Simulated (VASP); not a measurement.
Input of a VASP 6.6.1 run:

File INCAR:

```
PREC = Accurate
ENCUT = 520
EDIFF = 1E-7
ISMEAR = 0
SIGMA = 0.01
LREAL = False
LASPH = True
NELM = 80
ALGO = Normal
ISIF = 2
LWAVE = False
LCHARG = False
LDIPOL = True
IDIPOL = 3
DIPOL = 0.5 0.5 0.500
GGA = PE
IVDW = 12
NBANDS = 20
```

The input KPOINTS:

```
Automatic mesh
0
Gamma
  12 12 1
```

File POSCAR:

```
MoS2
1.0
    3.1542346165      0.0000000000      0.0000000000
   -1.5771173083      2.7316473074      0.0000000000
    0.0000000000      0.0000000000     32.2630186430
S Mo
2 1
Direct
    0.3333333333      0.6666666667      0.4514239391
    0.3333333333      0.6666666667      0.5485760609
    0.6666666667      0.3333333333      0.5000000000
```

Potentials or basis: VASP PAW PBE potentials, release 64 (S, Mo_sv).

Command:

```sh
$ cat potpaw_PBE.64/S/POTCAR potpaw_PBE.64/Mo_sv/POTCAR > POTCAR
$ mpirun -np 1 vasp_std > vasp.out
```

(1) What does it give for the dispersion energy per atom?

(2) Predict the largest force.

Results:

(1) -0.319 eV.

(2) 0.009 eV/Å.
